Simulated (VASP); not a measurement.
KF (Carobbiite):

```
CELL_PARAMETERS angstrom
0.00000 2.79190 2.79190
2.79190 0.00000 2.79190
2.79190 2.79190 0.00000
ATOMIC_POSITIONS crystal
K 0.00000 0.00000 0.00000
F 0.50000 0.50000 0.50000
```

This cell differs from its parent crystal: strain +5.0%.

Base run:

- Program: VASP 6.6.1
- Functional: r2SCAN
- Potentials or basis: VASP PAW PBE potentials, release 64 (K_sv, F)
- Cutoff: 520 eV
- k mesh: 8 × 8 × 8
- Occupations: gaussian, width 0.01 eV
- Spin: no spin polarisation

Its results: band gap on the k mesh 6.18 eV, direct; pressure -3.7 GPa.

Question: The run is repeated on the same cell with these changes: functional from r2SCAN to PBE; k mesh from 8 × 8 × 8 to 4 × 4 × 4. What comes out?

Answer: Band gap on the k mesh 5.52 eV, direct; pressure -2.1 GPa.

Several settings changed at once, so the effect can't be laid on one alone.

Caveats: some runs use coarse meshes; the PAW data sets were made with another functional, which shifts forces and pressure a little (some runs).

A k mesh can miss the band edges.
